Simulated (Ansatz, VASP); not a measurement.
SiC in VASP and in Ansatz

```
CELL_PARAMETERS angstrom
2.84659 0.00000 0.00000
-1.42330 2.46522 0.00000
0.00000 0.00000 10.12934
ATOMIC_POSITIONS crystal
Si 0.66667 0.33333 0.93784
Si 0.33333 0.66667 0.43784
Si 0.00000 0.00000 0.68790
Si 0.00000 0.00000 0.18790
C 0.66667 0.33333 0.74981
C 0.33333 0.66667 0.24981
C 0.00000 0.00000 0.50045
C 0.00000 0.00000 0.00045
```

Change from the starting cell: strain -0.080 along x and y, +0.000 along z, atoms carried along.

Alike in both runs: task single point; functional PBE; k mesh 12 × 12 × 4; occupations gaussian, width 0.05 eV; no spin polarisation.

```csv
,VASP,Ansatz
version,VASP 6.6.1,Ansatz 0.2.0
potentials or method,"VASP PAW PBE potentials, release 64 (Si, C), cutoff 520 eV","scalar-relativistic, plane waves, PAW"
valence electrons in the cell,32,32
```

```csv
,VASP,Ansatz,Ansatz less VASP
gap on the k mesh at the Fermi level (eV),1.68,1.69,+0.006
least direct gap on the mesh (eV),3.11,3.12,+0.012
pressure (GPa),51.9,52.0,+0.16
"traceless stress, the component that is largest in VASP (GPa)",-43.27,-43.09,+0.176
rms of the force components (eV/Å),0.780,0.783,+0.0021
```

Atom by atom the forces differ by 0.002 eV/Å (rms over components). Both programs put the cell under a high pressure, so it lies far from rest at this level. With one functional, cell and mesh, what is left measures potentials, basis and numerics.
